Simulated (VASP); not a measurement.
Here is a VASP 6.6.1 calculation.

Contents of INCAR:

```
SYSTEM = CaZn8Ag8
  PREC = Accurate
  ENCUT = 520
  EDIFF = 1E-7
  ISMEAR = -1
  SIGMA = 0.15
  LREAL = Auto
  LASPH = .TRUE.
  NELM = 100
  ALGO = Normal
  ISIF = 2
  LWAVE = .FALSE.
  LCHARG = .FALSE.
  GGA = PE
  IVDW = 12
  NBANDS = 111
```

KPOINTS

```
Automatic mesh
0
G
  2 2 1
  0 0 0
```

File POSCAR:

```
CaZn8Ag8
1.0
    6.2846720000      0.0000000000      0.0000000000
    0.0000000000      6.2846720000      0.0000000000
    0.0000000000      0.0000000000     16.7135040000
Zn Ag Ca
8 8 1
Direct
    0.2794417911      0.2643415599      0.1387201630
    0.3245038086      0.0799405283      0.4373349837
    0.2499414448      0.7400386209      0.1475333957
    0.2118805882      0.7996439591      0.3296555887
    0.7388134178      0.2570858113      0.1457145073
    0.8474268824      0.2658213507      0.3669846850
    0.7494742765      0.7348036620      0.1502617285
    0.8408712499      0.8100024950      0.3737097858
    0.0000000000      0.0000000000      0.0598318581
   -0.0043916373      0.0272090572      0.2356717059
    0.0000000000      0.4999942718      0.0598318581
   -0.0185371647      0.5219365466      0.2401531121
    0.4999942718      0.0000000000      0.0598318581
    0.5088571050      0.0633764181      0.2703203350
    0.4999942718      0.4999942718      0.0598318581
    0.5087616347      0.5617158700      0.2714631235
    0.4877740636      0.5462337573      0.4629789181
```

Potentials or basis: VASP PAW PBE potentials, release 64 (Zn, Ag, Ca_sv).

Run with:

```sh
$ cat potpaw_PBE.64/Zn/POTCAR potpaw_PBE.64/Ag/POTCAR potpaw_PBE.64/Ca_sv/POTCAR > POTCAR
$ mpirun -np 1 vasp_std > vasp.out
```

(1) What does it give for the dispersion energy per atom?

(2) Estimate the band gap on the k mesh.

Results:

(1) -0.318 eV.

(2) zero (band 97 reaches 1.15 eV, above the bottom of band 98 at 0.66 eV).

Caveat: the k points lie up to 0.50 Å⁻¹ apart.
